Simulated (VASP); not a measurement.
# B (R-3m) in VASP: further runs

The runs below take B through single point, with LDA.

Everything below comes from runs of VASP 6.6.1. Logs are shortened: lines on timing, memory, paths and dates and some standing lists are left out, and cuts for length are marked.

## (1) The cell of the first run

Symmetry: R-3m, No. 166, trigonal system. Conventional cell: a = 2.843 Å, b = 2.843 Å, c = 6.964 Å, α = 90.00°, β = 90.00°, γ = 120.00°. B (site symmetry 3m) has 4 B at 1.69 to 1.92 Å within 2.2 Å.

## (2) Single point, LDA (shortest bond scaled by 1.1)

INCAR

```
ALGO = Normal
EDIFF = 1E-6
ENCUT = 520
ISIF = 2
ISMEAR = -1
LASPH = T
LCHARG = F
LREAL = F
LWAVE = F
NBANDS = 10
NELM = 80
PREC = Accurate
SIGMA = 0.05
```

KPOINTS

```
k-points
0
Gamma
  13 13 13
```

POSCAR

```
B
1.0
    0.0000000000      2.0103628793      2.0103628793
    2.0103628793      0.0000000000      2.0103628793
    2.0103628793      2.0103628793      0.0000000000
B
2
Direct
   -0.0875000000     -0.1375000000     -0.1375000000
    0.0875000000      0.1375000000      0.1375000000
```

Potentials or basis: VASP PAW LDA potentials, release 64 (B).

Launch:

```console
$ cat potpaw_LDA.64/B/POTCAR > POTCAR
$ mpirun -np 1 vasp_std > vasp.out
```

OUTCAR:

```text
EDIFF = 1E-6
   ENCUT = 520
   ISIF = 2
   ISMEAR = -1
   LASPH = T
   LREAL = F
   NELM = 80
   PREC = Accurate

 ion  position               nearest neighbor table
   1  0.913  0.862  0.862-   2 1.69   2 1.69   2 1.69   2 1.92
   2  0.087  0.138  0.138-   1 1.69   1 1.69   1 1.69   1 1.92

  LATTYP: Found a face centered cubic cell.
 ALAT       =     4.0207257586

  Lattice vectors:

 A1 = (   0.0000000000,   2.0103628793,   2.0103628793)
 A2 = (   2.0103628793,   0.0000000000,   2.0103628793)
 A3 = (   2.0103628793,   2.0103628793,   0.0000000000)

Analysis of symmetry for initial positions (statically):
=====================================================================
 Subroutine PRICEL returns:
 Original cell was already a primitive cell.

 Routine SETGRP: Setting up the symmetry group for a
 face centered cubic supercell.

 Subroutine GETGRP returns: Found 12 space group operations
 (whereof  4 operations were pure point group operations)
 out of a pool of 48 trial point group operations.

The static configuration has the point symmetry C_2h.
 The point group associated with its full space group is D_3d.

Analysis of symmetry for dynamics (positions and initial velocities):
=====================================================================
 Subroutine PRICEL returns:
 Original cell was already a primitive cell.

 Routine SETGRP: Setting up the symmetry group for a
 face centered cubic supercell.

 Subroutine GETGRP returns: Found 12 space group operations
 (whereof  4 operations were pure point group operations)
 out of a pool of 48 trial point group operations.

The dynamic configuration has the point symmetry C_2h.
 The point group associated with its full space group is D_3d.

 Subroutine INISYM returns: Found 12 space group operations
 (whereof  4 operations are pure point group operations),
 and found     1 'primitive' translations

----------------------------------------------------------------------------------------

                                     Primitive cell

  volume of cell :      16.2500

  direct lattice vectors                    reciprocal lattice vectors
     0.000000000  2.010362879  2.010362879    -0.248711317  0.248711317  0.248711317
     2.010362879  0.000000000  2.010362879     0.248711317 -0.248711317  0.248711317
     2.010362879  2.010362879  0.000000000     0.248711317  0.248711317 -0.248711317

  length of vectors
     2.843082449  2.843082449  2.843082449     0.430780638  0.430780638  0.430780638

  position of ions in fractional coordinates (direct lattice)
     0.912500000  0.862500000  0.862500000
     0.087500000  0.137500000  0.137500000

  ion indices of the primitive-cell ions
   primitive index   ion index
                 1           1
                 2           2

----------------------------------------------------------------------------------------

 KPOINTS: k-points

Automatic generation of k-mesh.
 Grid dimensions read from file:
 generate k-points for:   13   13   13

 Generating k-lattice:

  Cartesian coordinates                     Fractional coordinates (reciprocal lattice)
    -0.019131640  0.019131640  0.019131640     0.076923077  0.000000000  0.000000000
     0.019131640 -0.019131640  0.019131640     0.000000000  0.076923077  0.000000000
     0.019131640  0.019131640 -0.019131640     0.000000000  0.000000000  0.076923077

  Length of vectors
     0.033136972  0.033136972  0.033136972

  Shift w.r.t. Gamma in fractional coordinates (k-lattice)
     0.000000000  0.000000000  0.000000000

 Subroutine IBZKPT returns following result:
 ===========================================

 Found    231 irreducible k-points:

 Following reciprocal coordinates:
            Coordinates               Weight
  0.000000  0.000000  0.000000      1.000000
  0.076923  0.000000  0.000000      2.000000
  0.000000  0.076923  0.000000      6.000000
  0.153846  0.000000  0.000000      2.000000
  0.000000  0.153846  0.000000      6.000000
  0.230769  0.000000  0.000000      2.000000
[... 16 lines left out ...]
  0.076923  0.000000  0.307692      6.000000
  0.384615  0.076923  0.000000      6.000000
 [... further k-points ...]
   k-points           NKPTS =    231   k-points in BZ     NKDIM =    231   number of bands    NBANDS=     10
   number of dos      NEDOS =    301   number of ions     NIONS =      2
   total plane-waves  NPLWV =  13824
   dimension x,y,z NGX =    24 NGY =   24 NGZ =   24
   dimension x,y,z NGXF=    48 NGYF=   48 NGZF=   48
   ions per type =               2
   NGX,Y,Z   is equivalent  to a cutoff of  14.03, 14.03, 14.03 a.u.
   NGXF,Y,Z  is equivalent  to a cutoff of  28.07, 28.07, 28.07 a.u.
 SYSTEM =  unknown system
   PREC   = accura    normal or accurate (medium, high low for compatibility)
   ISTART =      0    job   : 0-new  1-cont  2-samecut
   ICHARG =      2    charge: 1-file 2-atom 10-const
   ISPIN  =      1    spin polarized calculation?
   LNONCOLLINEAR =      F non collinear calculations
   LSORBIT =      F    spin-orbit coupling
   LASPH  =      T    aspherical Exc in radial PAW
   ENCUT  =  520.0 eV  38.22 Ry    6.18 a.u.   5.29  5.29  5.29*2*pi/ulx,y,z
   NELM   =     80;   NELMIN=  2; NELMDL= -5     # of ELM steps
   EDIFF  = 0.1E-05   stopping-criterion for ELM
   LREAL  =      F    real-space projection
   EDIFFG = 0.1E-04   stopping-criterion for IOM
   NSW    =      0    number of steps for IOM
   IBRION =     -1    ionic relax: 0-MD 1-quasi-New 2-CG
   NFREE  =      0    steps in history (QN), initial steepest desc. (CG)
   ISIF   =      2    stress and relaxation
   ISYM   =      2    0-nonsym 1-usesym 2-fastsym
   POTIM  = 0.5000    time-step for ionic-motion
   TEBEG  =    0.0;   TEEND  =   0.0 temperature during run
   PSTRESS=    0.0 pullay stress
   NELECT =       6.0000    total number of electrons
   NUPDOWN=      -1.0000    fix difference up-down
   EMIN   =  10.00;   EMAX   =-10.00  energy-range for DOS
   EFERMI =   0.00;   METHOD = LEGACY
   ISMEAR =    -1;   SIGMA  =   0.05  broadening in eV -4-tet -1-fermi 0-gaus
   EFERMI_NEDOS =   21; number of points for ismear=-14 and -15
   IALGO  =     38    algorithm
   IMIX   =      4    mixing-type and parameters
     AMIX     =   0.40;   BMIX     =  1.00
     AMIX_MAG =   1.60;   BMIX_MAG =  1.00
  volume/ion in A,a.u.               =       8.13        54.83
  Fermi-wavevector in a.u.,A,eV,Ry     =   1.174467  2.219421 18.767503  1.379373
  Thomas-Fermi vector in A             =   2.310863
   LORBIT       =      0    0 simple, 1 ext, 2 COOP (PROOUT), +10 PAW based schemes
   GGA     = CA    functional components
   LHFCALC =     F    Hartree Fock is set to
   AEXX    =    0.0000 exact exchange contribution
   IVDW    =     0    specifies the selected vdW correction
   LEPSILON=     F    determine dielectric tensor
   LRPA    =     F    only Hartree local field effects (RPA)
 non-spin polarized calculation
  energy-cutoff  :      520.00
  volume of cell :       16.25
 maximum number of plane-waves:       449
 NGX is ok and might be reduce to    24
   NGX = 11   NGY = 11   NGZ = 11

 number of electron       6.0000000 magnetization

 Free energy of the ion-electron system (eV)
  ---------------------------------------------------
  ext. energy  EPLUGINS =         0.00000000
  ---------------------------------------------------
  free energy    TOTEN  =       -12.86667576 eV

  energy without entropy =      -12.85912827  energy(sigma->0) =      -12.86290201

 E-fermi :   4.0313     XC(G=0): -11.3937

 val. band max:        4.0128467801   @ k =   0.3077   0.2308   0.0000
 cond. band min:       4.0378013167   @ k =   0.1538   0.0769   0.4615
 fundamental gap:      0.0249545366
 Fermi energy:         4.0313193405

 k-point     1 :       0.0000    0.0000    0.0000
  band No.  band energies     occupation
      1      -8.8730      2.00000
      2       7.2574      0.00000
      3       7.2574      0.00000
      4      10.1347      0.00000
      5      10.7291      0.00000
      6      13.0579      0.00000
      7      13.0579      0.00000
      8      21.0061      0.00000
      9      22.7993      0.00000
     10      27.0793      0.00000

 k-point     2 :       0.0769    0.0000    0.0000
  band No.  band energies     occupation
      1      -8.7419      2.00000
      2       7.1057      0.00000
      3       7.1057      0.00000
      4       8.2799      0.00000
      5      12.2679      0.00000
      6      13.2486      0.00000
      7      13.2486      0.00000
      8      20.8684      0.00000
      9      23.1570      0.00000
     10      26.0107      0.00000

 k-point     3 :       0.0000    0.0769    0.0000
  band No.  band energies     occupation
      1      -8.7443      2.00000
      2       6.5768      0.00000
      3       7.0360      0.00000
      4       9.4728      0.00000
      5      11.2347      0.00000
      6      13.4226      0.00000
      7      13.6428      0.00000
      8      20.9596      0.00000
      9      22.9016      0.00000
     10      25.6151      0.00000

 k-point     4 :       0.1538    0.0000    0.0000
  band No.  band energies     occupation
      1      -8.3493      2.00000
      2       6.0005      0.00000
      3       6.7394      0.00000
      4       6.7394      0.00000
      5      13.6708      0.00000
      6      13.6708      0.00000
      7      13.6748      0.00000
      8      20.5176      0.00000
      9      24.0576      0.00000
     10      24.9226      0.00000
[... 222 lines left out ...]
 k-point    22 :       0.0000    0.3077    0.0769
  band No.  band energies     occupation
      1      -7.0387      2.00000
      2       1.7543      2.00000
      3       5.4184      0.00000
      4       6.9469      0.00000
      5      12.8360      0.00000
      6      15.8337      0.00000
      7      16.1533      0.00000
      8      19.3244      0.00000
      9      23.8718      0.00000
     10      24.0554      0.00000

 k-point    23 :       0.0769    0.0000    0.3077
  band No.  band energies     occupation
      1      -7.0455      2.00000
      2       1.7396      2.00000
      3       5.0755      0.00000
      4       7.5723      0.00000
      5      12.2276      0.00000
      6      15.9601      0.00000
      7      16.5592      0.00000
      8      19.7614      0.00000
      9      22.8435      0.00000
     10      24.9137      0.00000

 k-point    24 :       0.3846    0.0769    0.0000
  band No.  band energies     occupation
      1      -5.9431      2.00000
      2       0.2010      2.00000
      3       5.2292      0.00000
      4       5.5831      0.00000
      5      13.6686      0.00000
      6      14.8468      0.00000
      7      16.1486      0.00000
      8      19.2951      0.00000
      9      24.8905      0.00000
     10      26.2362      0.00000

 [... further k-points ...]
[... 5 lines left out ...]
  --------------------------------------------------------------------------------------
  -------------------------------------------------------------------------------------
  Total        0.0962103      0.0962103      0.0962103      0.7996050     -0.7996050      0.7996050
  in kB        9.4859083      9.4859083      9.4859083     78.8374746    -78.8374746     78.8374746
  external PRESSURE =       9.4859083 kB  Pullay stress =       0.0000000 kB

 VOLUME and BASIS-vectors are now :
 -----------------------------------------------------------------------------
  energy-cutoff  :      520.00
  volume of cell :       16.25
      direct lattice vectors                 reciprocal lattice vectors
     0.000000000  2.010362879  2.010362879    -0.248711317  0.248711317  0.248711317
     2.010362879  0.000000000  2.010362879     0.248711317 -0.248711317  0.248711317
     2.010362879  2.010362879  0.000000000     0.248711317  0.248711317 -0.248711317

 POSITION                                       TOTAL-FORCE (eV/Angst)
 -----------------------------------------------------------------------------------
      3.46788      3.56839      3.56839         0.310672     -0.310672     -0.310672
      0.55285      0.45233      0.45233        -0.310672      0.310672      0.310672
 -----------------------------------------------------------------------------------
    total drift:                               -0.000000      0.000000     -0.000000

  FREE ENERGIE OF THE ION-ELECTRON SYSTEM (eV)
  ---------------------------------------------------
  free  energy   TOTEN  =       -12.8666757567 eV

  energy  without entropy=      -12.8591282674  energy(sigma->0) =      -12.86290201
```

It took 14 s on 1 thread of Intel Xeon 6975P-C, shared host; peak memory 0.14 GiB.

What came out:

| Quantity | Value |
| --- | --- |
| Free energy | -12.8667 eV |
| Pressure | 0.9 GPa |
| Largest force | 0.538 eV/Å |
| Band gap on the k mesh | zero (band 3 reaches 7.26 eV, above the bottom of band 4 at 1.17 eV) |

Forces in eV/Å, atoms in the order of the input:
```
B    0.311 -0.311 -0.311
B   -0.311  0.311  0.311
```

Stress tensor (GPa, compression positive):
```
 0.95  7.88  7.88
 7.88  0.95 -7.88
 7.88 -7.88  0.95
```

Caveat: the cell differs from its parent crystal (shortest bond scaled by 1.1).

## (3) Single point, LDA (shortest bond scaled by 0.88)

INCAR

```
SYSTEM = B
  PREC = Accurate
  ENCUT = 520
  EDIFF = 1E-6
  ISMEAR = -1
  SIGMA = 0.05
  LREAL = .FALSE.
  LASPH = .TRUE.
  NELM = 100
  ALGO = Normal
  ISIF = 2
  LWAVE = .FALSE.
  LCHARG = .TRUE.
  LELF = .TRUE.
  LVHAR = .TRUE.
  NBANDS = 10
```

KPOINTS

```
Automatic mesh
0
G
  13 13 13
  0 0 0
```

POSCAR

```
B
1.0
    0.0000000000      2.0103628793      2.0103628793
    2.0103628793      0.0000000000      2.0103628793
    2.0103628793      2.0103628793      0.0000000000
B
2
Direct
   -0.1700000000     -0.1100000000     -0.1100000000
    0.1700000000      0.1100000000      0.1100000000
```

Potentials or basis: VASP PAW LDA potentials, release 64 (B).

Launch:

```console
$ cat potpaw_LDA.64/B/POTCAR > POTCAR
$ mpirun -np 1 vasp_std > vasp.out
```

It took 15 s on 1 thread of Intel Xeon 6975P-C, shared host; peak memory 0.14 GiB.

It converged, with:

```yaml
Free_energy: -12.6737 eV
Pressure: 5.4 GPa
Largest_force: 3.165 eV/Å
Band_gap_on_the_k_mesh: zero (band 3 reaches 9.41 eV, above the bottom of band 4 at 1.39 eV)
```

Forces in eV/Å, atoms in the order of the input:
```
B   -1.828  1.828  1.828
B    1.828 -1.828 -1.828
```

Stress tensor (GPa, compression positive):
```
  5.45 -20.48 -20.48
-20.48   5.45  20.48
-20.48  20.48   5.45
```

Levels at points of the mesh, in eV from the Fermi level:
| k point | band 1 | band 2 | band 3 | band 4 | band 5 | band 6 |
| --- | --- | --- | --- | --- | --- | --- |
| (0.00, 0.00, 0.00) | -12.84 | 2.04 | 5.43 | 5.43 | 7.14 | 7.14 |

Caveat: the cell differs from its parent crystal (shortest bond scaled by 0.88); forces of over 1 eV/Å act on the atoms, so gaps and moduli don't describe the material at rest.

(Continued in part 2 of 2.)
